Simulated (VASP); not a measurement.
Wanted: the native input for a VASP 6.6.1 run.

* Task: single point
* Functional: PBE
* Potentials or basis: VASP PAW PBE potentials, release 64 (Zn, B)
* Cutoff: 520 eV
* k mesh: 10 × 10 × 6
* Occupations: gaussian, width 0.1 eV
* Spin: no spin polarisation
* Dipole correction: no
* Further INCAR settings: ALGO = Normal; EDIFF = 1e-06; NBANDS = 44

The structure of Zn2B3 lies in POSCAR:

```
Zn2B3
1.0
    5.6766532306     -1.7292376709      0.0590629209
    5.6766532306      1.7292376709      0.0590629209
   -1.8169265722      0.0000000000      5.4793841828
Zn B
4 6
Direct
    0.6740118305      0.6735498169      0.8415094584
    0.6735498169      0.6740118305      0.3415094584
    0.3259881695      0.3264501831      0.1584905416
    0.3264501831      0.3259881695      0.6584905416
    0.9999926735      0.0000073265      0.7500000000
    0.0000073265      0.9999926735      0.2500000000
    0.2554263570      0.7454522587      0.0002458607
    0.2545477413      0.7445736430      0.4997541393
    0.7445736430      0.2545477413      0.9997541393
    0.7454522587      0.2554263570      0.5002458607
```

One way to write it, as run:

INCAR

```
PREC     = Accurate       # precision mode
ENCUT    = 520            # plane-wave cutoff, eV
EDIFF    = 1E-6           # SCF threshold, eV
ISMEAR   = 0              # smearing method
SIGMA    = 0.1            # smearing width, eV
LREAL    = False          # projectors in reciprocal space
LASPH    = True           # aspherical terms in the spheres
NELM     = 60             # most SCF steps
ALGO     = Normal         # electronic algorithm
ISIF     = 2              # what is computed and relaxed
LWAVE    = False          # write WAVECAR
LCHARG   = False          # write CHGCAR
GGA      = PE             # functional
NBANDS   = 44             # bands
```

KPOINTS

```
Automatic mesh
0
Gamma
  10 10 6
```

Potentials or basis: VASP PAW PBE potentials, release 64 (Zn, B).

Run with:

```bash
$ cat potpaw_PBE.64/Zn/POTCAR potpaw_PBE.64/B/POTCAR > POTCAR
$ mpirun -np 1 vasp_std > vasp.out
```

It gave:

| Item | Value |
| --- | --- |
| Pressure | 0.2 GPa |
| Largest force | 0.009 eV/Å |
| Band gap on the k mesh | zero (bands 33 and 34 overlap by 4.46 eV) |

Wall time 34 min on 1 thread of Intel Xeon 8259CL, on a shared host, peak memory 0.75 GiB.
